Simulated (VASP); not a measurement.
# BaF2 (Frankdicksonite) (Fm-3m) in VASP: further runs

BaF2 (Frankdicksonite) is run at these levels: PBEsol; tasks: relaxation of cell and atoms.

Program: VASP 6.6.1. These are calculated values, not measurements. Logs are shortened: lines on timing, memory, paths and dates and some standing lists are left out, and cuts for length are marked.

## (1) The cell of the first run

The structure is cubic, space group Fm-3m (No. 225). Conventional cell: a = 6.138 Å, b = 6.138 Å, c = 6.138 Å, α = 90.00°, β = 90.00°, γ = 90.00°. Ba (site symmetry m-3m) has 8 F at 2.66 Å within 3.5 Å. F (site symmetry -43m) has 4 Ba at 2.66 Å and 6 F at 3.07 Å within 3.5 Å.

## (2) Relaxation of cell and atoms, PBEsol, target pressure 10 GPa, at which the enthalpy is minimised

Input file INCAR:

```
PREC = Accurate
ENCUT = 600
EDIFF = 1E-7
ISMEAR = 0
SIGMA = 0.01
LREAL = F
LASPH = T
NELM = 120
ALGO = Normal
ISIF = 3
LWAVE = F
LCHARG = F
GGA = PS
IBRION = 2
NSW = 100
EDIFFG = -0.002
PSTRESS = 100.0
GGA_COMPAT = F
NELMIN = 4
```

Input file KPOINTS:

```
Automatic mesh
0
Gamma
  6 6 6
```

Input file POSCAR:

```
BaF2
1.0
    0.0000000000      3.0688948143      3.0688948143
    3.0688948143      0.0000000000      3.0688948143
    3.0688948143      3.0688948143      0.0000000000
Ba F
1 2
Direct
    0.0000000000      0.0000000000      0.0000000000
    0.2500000000      0.2500000000      0.2500000000
    0.7500000000      0.7500000000      0.7500000000
```

Potentials or basis: VASP PAW PBE potentials, release 64 (Ba_sv, F).

Started as:

```sh
cat potpaw_PBE.64/Ba_sv/POTCAR potpaw_PBE.64/F/POTCAR > POTCAR
mpirun -np 1 vasp_std > vasp.out
```

OUTCAR:

```text
PREC = Accurate
   ENCUT = 600
   EDIFF = 1E-7
   ISMEAR = 0
   LREAL = F
   LASPH = T
   NELM = 120
   ISIF = 3
   GGA = PS
   IBRION = 2
   NSW = 100
   EDIFFG = -0.002
   PSTRESS = 100.0
   NELMIN = 4

 ion  position               nearest neighbor table
   1  0.000  0.000  0.000-   3 2.66   3 2.66   3 2.66   2 2.66   3 2.66   2 2.66   2 2.66   2 2.66

   2  0.250  0.250  0.250-   1 2.66   1 2.66   1 2.66   1 2.66
   3  0.750  0.750  0.750-   1 2.66   1 2.66   1 2.66   1 2.66

  LATTYP: Found a face centered cubic cell.
 ALAT       =     6.1377896286

  Lattice vectors:

 A1 = (   0.0000000000,   3.0688948143,   3.0688948143)
 A2 = (   3.0688948143,   0.0000000000,   3.0688948143)
 A3 = (   3.0688948143,   3.0688948143,   0.0000000000)

Analysis of symmetry for initial positions (statically):
=====================================================================
 Subroutine PRICEL returns:
 Original cell was already a primitive cell.

 Routine SETGRP: Setting up the symmetry group for a
 face centered cubic supercell.

 Subroutine GETGRP returns: Found 48 space group operations
 (whereof 48 operations were pure point group operations)
 out of a pool of 48 trial point group operations.

The static configuration has the point symmetry O_h .

Analysis of symmetry for dynamics (positions and initial velocities):
=====================================================================
 Subroutine PRICEL returns:
 Original cell was already a primitive cell.

 Routine SETGRP: Setting up the symmetry group for a
 face centered cubic supercell.

 Subroutine GETGRP returns: Found 48 space group operations
 (whereof 48 operations were pure point group operations)
 out of a pool of 48 trial point group operations.

The dynamic configuration has the point symmetry O_h .

 Subroutine INISYM returns: Found 48 space group operations
 (whereof 48 operations are pure point group operations),
 and found     1 'primitive' translations

----------------------------------------------------------------------------------------

                                     Primitive cell

  volume of cell :      57.8064

  direct lattice vectors                    reciprocal lattice vectors
     0.000000000  3.068894814  3.068894814    -0.162925102  0.162925102  0.162925102
     3.068894814  0.000000000  3.068894814     0.162925102 -0.162925102  0.162925102
     3.068894814  3.068894814  0.000000000     0.162925102  0.162925102 -0.162925102

  length of vectors
     4.340072668  4.340072668  4.340072668     0.282194554  0.282194554  0.282194554

  position of ions in fractional coordinates (direct lattice)
     0.000000000  0.000000000  0.000000000
     0.250000000  0.250000000  0.250000000
     0.750000000  0.750000000  0.750000000

  ion indices of the primitive-cell ions
   primitive index   ion index
                 1           1
                 2           2
                 3           3

----------------------------------------------------------------------------------------

 KPOINTS: Automatic mesh

Automatic generation of k-mesh.
 Grid dimensions read from file:
 generate k-points for:    6    6    6

 Generating k-lattice:

  Cartesian coordinates                     Fractional coordinates (reciprocal lattice)
    -0.027154184  0.027154184  0.027154184     0.166666667  0.000000000  0.000000000
     0.027154184 -0.027154184  0.027154184     0.000000000  0.166666667  0.000000000
     0.027154184  0.027154184 -0.027154184     0.000000000  0.000000000  0.166666667

  Length of vectors
     0.047032426  0.047032426  0.047032426

  Shift w.r.t. Gamma in fractional coordinates (k-lattice)
     0.000000000  0.000000000  0.000000000

 Subroutine IBZKPT returns following result:
 ===========================================

 Found     16 irreducible k-points:

 Following reciprocal coordinates:
            Coordinates               Weight
  0.000000  0.000000  0.000000      1.000000
  0.166667  0.000000  0.000000      8.000000
  0.333333  0.000000  0.000000      8.000000
  0.500000  0.000000  0.000000      4.000000
  0.166667  0.166667  0.000000      6.000000
  0.333333  0.166667  0.000000     24.000000
[... 8 lines left out ...]
 -0.333333  0.333333  0.166667     24.000000
 -0.333333  0.500000  0.166667     12.000000
   k-points           NKPTS =     16   k-points in BZ     NKDIM =     16   number of bands    NBANDS=     16
   number of dos      NEDOS =    301   number of ions     NIONS =      3
   total plane-waves  NPLWV =  46656
   dimension x,y,z NGX =    36 NGY =   36 NGZ =   36
   dimension x,y,z NGXF=    72 NGYF=   72 NGZF=   72
   ions per type =               1   2
   NGX,Y,Z   is equivalent  to a cutoff of  13.79, 13.79, 13.79 a.u.
   NGXF,Y,Z  is equivalent  to a cutoff of  27.58, 27.58, 27.58 a.u.
 SYSTEM =  unknown system
   PREC   = accura    normal or accurate (medium, high low for compatibility)
   ISTART =      0    job   : 0-new  1-cont  2-samecut
   ICHARG =      2    charge: 1-file 2-atom 10-const
   ISPIN  =      1    spin polarized calculation?
   LNONCOLLINEAR =      F non collinear calculations
   LSORBIT =      F    spin-orbit coupling
   LASPH  =      T    aspherical Exc in radial PAW
   ENCUT  =  600.0 eV  44.10 Ry    6.64 a.u.   8.67  8.67  8.67*2*pi/ulx,y,z
   NELM   =    120;   NELMIN=  4; NELMDL= -5     # of ELM steps
   EDIFF  = 0.1E-06   stopping-criterion for ELM
   LREAL  =      F    real-space projection
   EDIFFG = -.2E-02   stopping-criterion for IOM
   NSW    =    100    number of steps for IOM
   IBRION =      2    ionic relax: 0-MD 1-quasi-New 2-CG
   NFREE  =      1    steps in history (QN), initial steepest desc. (CG)
   ISIF   =      3    stress and relaxation
   ISYM   =      2    0-nonsym 1-usesym 2-fastsym
   POTIM  = 0.5000    time-step for ionic-motion
   TEBEG  =    0.0;   TEEND  =   0.0 temperature during run
   PSTRESS=  100.0 pullay stress
   NELECT =      24.0000    total number of electrons
   NUPDOWN=      -1.0000    fix difference up-down
   EMIN   =  10.00;   EMAX   =-10.00  energy-range for DOS
   EFERMI =   0.00;   METHOD = LEGACY
   ISMEAR =     0;   SIGMA  =   0.01  broadening in eV -4-tet -1-fermi 0-gaus
   EFERMI_NEDOS =   21; number of points for ismear=-14 and -15
   IALGO  =     38    algorithm
   IMIX   =      4    mixing-type and parameters
     AMIX     =   0.40;   BMIX     =  1.00
     AMIX_MAG =   1.60;   BMIX_MAG =  1.00
  volume/ion in A,a.u.               =      19.27       130.03
  Fermi-wavevector in a.u.,A,eV,Ry     =   1.221293  2.307909 20.293863  1.491557
  Thomas-Fermi vector in A             =   2.356480
   LORBIT       =      0    0 simple, 1 ext, 2 COOP (PROOUT), +10 PAW based schemes
   GGA     = PS    functional components
   LHFCALC =     F    Hartree Fock is set to
   AEXX    =    0.0000 exact exchange contribution
   IVDW    =     0    specifies the selected vdW correction
   LEPSILON=     F    determine dielectric tensor
   LRPA    =     F    only Hartree local field effects (RPA)
 conjugate gradient relaxation of ions
 non-spin polarized calculation
 Gauss-broadening in eV      SIGMA  =   0.01
  energy-cutoff  :      600.00
  volume of cell :       57.81
 maximum number of plane-waves:      1964
 NGX is ok and might be reduce to    36
   NGX = 17   NGY = 17   NGZ = 17

--------------------------------------- Ionic step        1  -------------------------------------------

 number of electron      23.9999989 magnetization

 Free energy of the ion-electron system (eV)
  ---------------------------------------------------
  ext. energy  EPLUGINS =         0.00000000
  ---------------------------------------------------
  free energy    TOTEN  =       -17.63915670 eV

  energy without entropy =      -17.63915670  energy(sigma->0) =      -17.63915670

 E-fermi :  -2.0204     XC(G=0):  -9.0582

 val. band max:       -2.0829928112   @ k =  -0.1667   0.1667   0.0000
 cond. band min:       4.6875304157   @ k =   0.0000   0.0000   0.0000
 fundamental gap:      6.7705232269
 Fermi energy:        -2.0204012471

 k-point     1 :       0.0000    0.0000    0.0000
  band No.  band energies     occupation
      1     -25.0736      2.00000
      2     -20.9232      2.00000
      3     -20.8364      2.00000
      4      -9.8552      2.00000
      5      -9.8552      2.00000
      6      -9.8552      2.00000
[... 8 lines left out ...]
     15       7.1494      0.00000
     16       9.5022      0.00000

 k-point     2 :       0.1667    0.0000    0.0000
  band No.  band energies     occupation
      1     -25.0138      2.00000
      2     -20.9562      2.00000
      3     -20.9090      2.00000
      4      -9.9099      2.00000
      5      -9.9037      2.00000
      6      -9.9037      2.00000
[... 8 lines left out ...]
     15       7.1411      0.00000
     16       9.1743      0.00000
[... 442 lines left out ...]
 POSITION                                       TOTAL-FORCE (eV/Angst)
 -----------------------------------------------------------------------------------
      5.93314      2.96657      2.96657         0.000000      0.000000      0.000000
      1.48328      1.48328      1.48328         0.000000      0.000000      0.000000
      4.44985      4.44985      4.44985        -0.000000     -0.000000     -0.000000
 -----------------------------------------------------------------------------------
    total drift:                                0.000000      0.000000      0.000000

  FREE ENERGIE OF THE ION-ELECTRON SYSTEM (eV)
  ---------------------------------------------------
  free  energy   TOTEN  =       -17.4597690835 eV

  energy  without entropy=      -17.4597690835  energy(sigma->0) =      -17.45976908

  enthalpy is  TOTEN    =       -14.2007799881 eV   P V=        3.2589890954

--------------------------------------- Ionic step        6  -------------------------------------------

 number of electron      24.0000005 magnetization

 Free energy of the ion-electron system (eV)
  ---------------------------------------------------
  ext. energy  EPLUGINS =         0.00000000
  ---------------------------------------------------
  free energy    TOTEN  =       -17.45648469 eV

  energy without entropy =      -17.45648469  energy(sigma->0) =      -17.45648469

 E-fermi :  -1.5084     XC(G=0):  -9.5653

 val. band max:       -1.5969065035   @ k =  -0.3333   0.1667   0.0000
 cond. band min:       5.5924762896   @ k =   0.0000   0.0000   0.0000
 fundamental gap:      7.1893827931
 Fermi energy:        -1.5084205000

 k-point     1 :       0.0000    0.0000    0.0000
  band No.  band energies     occupation
      1     -24.4793      2.00000
      2     -20.6417      2.00000
      3     -20.3119      2.00000
      4      -9.0156      2.00000
      5      -9.0156      2.00000
      6      -9.0156      2.00000
[... 8 lines left out ...]
     15       7.9653      0.00000
     16      10.8339      0.00000

 k-point     2 :       0.1667    0.0000    0.0000
  band No.  band energies     occupation
      1     -24.3788      2.00000
      2     -20.6833      2.00000
      3     -20.4412      2.00000
      4      -9.0989      2.00000
      5      -9.0907      2.00000
      6      -9.0907      2.00000
[... 8 lines left out ...]
     15       7.9672      0.00000
     16      10.4660      0.00000
[... 277 lines left out ...]
 VOLUME and BASIS-vectors are now :
 -----------------------------------------------------------------------------
  energy-cutoff  :      600.00
  volume of cell :       52.16
      direct lattice vectors                 reciprocal lattice vectors
     0.000000000  2.965566924  2.965566924    -0.168601827  0.168601827  0.168601827
     2.965566924  0.000000000  2.965566924     0.168601827 -0.168601827  0.168601827
     2.965566924  2.965566924 -0.000000000     0.168601827  0.168601827 -0.168601827

 POSITION                                       TOTAL-FORCE (eV/Angst)
 -----------------------------------------------------------------------------------
      0.00000      2.96557      2.96557         0.000000     -0.000000     -0.000000
      1.48278      1.48278      1.48278        -0.000000     -0.000000     -0.000000
      4.44835      4.44835      4.44835         0.000000      0.000000      0.000000
 -----------------------------------------------------------------------------------
    total drift:                                0.000000      0.000000      0.000000

  FREE ENERGIE OF THE ION-ELECTRON SYSTEM (eV)
  ---------------------------------------------------
  free  energy   TOTEN  =       -17.4564846920 eV

  energy  without entropy=      -17.4564846920  energy(sigma->0) =      -17.45648469

  enthalpy is  TOTEN    =       -14.2007980262 eV   P V=        3.2556866658

 reached required accuracy - stopping structural energy minimisation
```

It took 90 s on 1 thread of Intel Xeon Platinum 8488C (Sapphire Rapids), shared host; peak memory 0.22 GiB.

What came out:

```yaml
Free_energy: -17.4565 eV
Relaxed_volume: 17.39 Å³/atom
Relaxed_cell: a = 4.194 Å, b = 4.194 Å, c = 4.194 Å, α = 60.00°, β = 60.00°, γ = 60.00°
Space_group_after_relaxing_to_0.05_Å: Fm-3m (No. 225)
Energy_change_on_relaxing_the_enthalpy_is_what_falls: +60.9 meV/atom
Ionic_steps: 6
Pressure_after_relaxing: 10.0 GPa
Band_gap_on_the_k_mesh: 7.19 eV, indirect (least direct gap 7.34 eV)
```

The path:
```csv
step,energy change (eV),largest force (eV/Å),pressure (GPa),volume (Å³)
1,0.0000,0.0000,1.21,57.81
2,0.4084,0.0000,16.55,49.40
3,0.1817,0.0000,9.97,52.18
4,0.1886,0.0000,10.19,52.07
5,0.1794,0.0000,9.89,52.21
6,0.1827,0.0000,10.00,52.16
```

Final structure:
```
Ba F
1.0
     0.00000    2.96557    2.96557
     2.96557    0.00000    2.96557
     2.96557    2.96557    0.00000
Ba F
1 2
Direct
  0.00000 0.00000 0.00000
  0.25000 0.25000 0.25000
  0.75000 0.75000 0.75000
```

Levels at points of the mesh, in eV from the valence-band top:
```
           k point  band 9  band 10  band 11  band 12  band 13  band 14  band 15  band 16
(0.00, 0.00, 0.00)   -1.99    -0.15    -0.15    -0.15     7.19     9.56     9.56    12.43
(0.50, 0.00, 0.00)   -0.85    -0.34    -0.14    -0.14     9.63     9.63     9.82    10.15
(0.50, 0.50, 0.00)   -0.57    -0.28    -0.19    -0.19     7.36     9.58    11.44    13.00
```

Caveat: the cell is relaxed towards a set pressure, so the enthalpy falls and the energy may rise; the PAW data sets were made with another functional, which shifts forces and pressure a little; spin-orbit coupling is left out, which moves the levels of the heavy elements. A k mesh can miss the band edges.

## (3) Relaxation of cell and atoms, PBEsol, target pressure 15 GPa, at which the enthalpy is minimised

Input file INCAR:

```
SYSTEM = BaF2
ALGO = Normal
EDIFF = 1E-7
EDIFFG = -0.002
ENCUT = 600
GGA = PS
GGA_COMPAT = .False.
IBRION = 2
ISIF = 3
ISMEAR = 0
LASPH = .True.
LCHARG = .False.
LREAL = .False.
LWAVE = .False.
NELM = 120
NELMIN = 4
NSW = 100
PREC = Accurate
PSTRESS = 150.0
SIGMA = 0.01
```

Input file KPOINTS:

```
k-points
0
Gamma
  6 6 6
  0 0 0
```

POSCAR is that of step 2.

Potentials or basis: VASP PAW PBE potentials, release 64 (Ba_sv, F).

Started as:

```sh
cat potpaw_PBE.64/Ba_sv/POTCAR potpaw_PBE.64/F/POTCAR > POTCAR
mpirun -np 1 vasp_std > vasp.out
```

OUTCAR:

```text
SYSTEM = BaF2
   EDIFF = 1E-7
   EDIFFG = -0.002
   ENCUT = 600
   GGA = PS
   IBRION = 2
   ISIF = 3
   ISMEAR = 0
   LASPH = .True.
   LREAL = .False.
   NELM = 120
   NELMIN = 4
   NSW = 100
   PREC = Accurate
   PSTRESS = 150.0

 ion  position               nearest neighbor table
   1  0.000  0.000  0.000-   3 2.66   3 2.66   3 2.66   2 2.66   3 2.66   2 2.66   2 2.66   2 2.66

   2  0.250  0.250  0.250-   1 2.66   1 2.66   1 2.66   1 2.66
   3  0.750  0.750  0.750-   1 2.66   1 2.66   1 2.66   1 2.66

  LATTYP: Found a face centered cubic cell.
 ALAT       =     6.1377896286

  Lattice vectors:

 A1 = (   0.0000000000,   3.0688948143,   3.0688948143)
 A2 = (   3.0688948143,   0.0000000000,   3.0688948143)
[... 156 lines left out ...]
  volume of cell :       57.81
 maximum number of plane-waves:      1964
 NGX is ok and might be reduce to    36
   NGX = 17   NGY = 17   NGZ = 17

--------------------------------------- Ionic step        1  -------------------------------------------

 number of electron      23.9999989 magnetization

 Free energy of the ion-electron system (eV)
  ---------------------------------------------------
  ext. energy  EPLUGINS =         0.00000000
  ---------------------------------------------------
  free energy    TOTEN  =       -17.63915670 eV

  energy without entropy =      -17.63915670  energy(sigma->0) =      -17.63915670

 E-fermi :  -2.0204     XC(G=0):  -9.0582

 val. band max:       -2.0829928112   @ k =  -0.1667   0.1667   0.0000
 cond. band min:       4.6875304157   @ k =   0.0000   0.0000   0.0000
 fundamental gap:      6.7705232269
 Fermi energy:        -2.0204012471
[... 807 lines left out ...]
--------------------------------------- Ionic step        6  -------------------------------------------

 number of electron      24.0000008 magnetization

 Free energy of the ion-electron system (eV)
  ---------------------------------------------------
  ext. energy  EPLUGINS =         0.00000000
  ---------------------------------------------------
  free energy    TOTEN  =       -17.28841346 eV

  energy without entropy =      -17.28841346  energy(sigma->0) =      -17.28841346

 E-fermi :  -1.2942     XC(G=0):  -9.7805

 val. band max:       -1.3504080283   @ k =   0.5000   0.3333   0.1667
 cond. band min:       5.9935687713   @ k =   0.0000   0.0000   0.0000
 fundamental gap:      7.3439767996
 Fermi energy:        -1.2942105558
[... 336 lines left out ...]
  energy  without entropy=      -17.2884134555  energy(sigma->0) =      -17.28841346

  enthalpy is  TOTEN    =       -12.6081487941 eV   P V=        4.6802646614

 reached required accuracy - stopping structural energy minimisation
```

CONTCAR:

```text
BaF2
   1.00000000000000
    -0.0000000000000000    2.9238375996803745    2.9238375996803745
     2.9238375996803745   -0.0000000000000000    2.9238375996803745
     2.9238375996803745    2.9238375996803745   -0.0000000000000000
  Ba              F
     1     2
Direct
     1.0000000000000000    0.0000000000000000    0.0000000000000000
     0.2500000000000000    0.2500000000000000    0.2500000000000000
     0.7500000000000000    0.7500000000000000    0.7500000000000000

  0.00000000E+00  0.00000000E+00  0.00000000E+00
  0.00000000E+00  0.00000000E+00  0.00000000E+00
  0.00000000E+00  0.00000000E+00  0.00000000E+00
```

It took 92 s on 1 thread of Intel Xeon Platinum 8488C (Sapphire Rapids), shared host; peak memory 0.22 GiB.

What came out:

| Item | Value |
| --- | --- |
| Free energy | -17.2884 eV |
| Relaxed volume | 16.66 Å³/atom |
| Relaxed cell | a = 4.135 Å, b = 4.135 Å, c = 4.135 Å, α = 60.00°, β = 60.00°, γ = 60.00° |
| Space group after relaxing (to 0.05 Å) | Fm-3m (No. 225) |
| Energy change on relaxing (the enthalpy is what falls) | +116.9 meV/atom |
| Ionic steps | 6 |
| Pressure after relaxing | 15.0 GPa |
| Band gap on the k mesh | 7.34 eV, indirect (least direct gap 7.54 eV) |

The path:
| step | energy change (eV) | largest force (eV/Å) | pressure (GPa) | volume (Å³) |
| --- | --- | --- | --- | --- |
| 1 | 0.0000 | 0.0000 | 1.21 | 57.81 |
| 2 | 1.0556 | 0.0000 | 31.84 | 45.01 |
| 3 | 0.3420 | 0.0000 | 14.75 | 50.08 |
| 4 | 0.3557 | 0.0000 | 15.13 | 49.94 |
| 5 | 0.3472 | 0.0000 | 14.90 | 50.03 |
| 6 | 0.3507 | 0.0000 | 14.99 | 49.99 |

Final structure:
```yaml
crystal:
  lattice:
    - [0.00000, 2.92384, 2.92384]
    - [2.92384, 0.00000, 2.92384]
    - [2.92384, 2.92384, 0.00000]
  atoms:
    - { symbol: Ba, position: [0.00000, 0.00000, 0.00000] }
    - { symbol: F, position: [0.25000, 0.25000, 0.25000] }
    - { symbol: F, position: [0.75000, 0.75000, 0.75000] }
```

Levels at points of the mesh, in eV from the valence-band top:
| k point | band 10 | band 11 | band 12 | band 13 | band 14 | band 15 |
| --- | --- | --- | --- | --- | --- | --- |
| (0.00, 0.00, 0.00) | -0.20 | -0.20 | -0.20 | 7.34 | 9.67 | 9.67 |
| (0.50, 0.00, 0.00) | -0.35 | -0.14 | -0.14 | 9.76 | 9.76 | 10.07 |
| (0.50, 0.50, 0.00) | -0.37 | -0.15 | -0.15 | 7.39 | 9.78 | 11.67 |

Caveat: the cell is relaxed towards a set pressure, so the enthalpy falls and the energy may rise; the PAW data sets were made with another functional, which shifts forces and pressure a little; spin-orbit coupling is left out, which moves the levels of the heavy elements. A k mesh can miss the band edges.
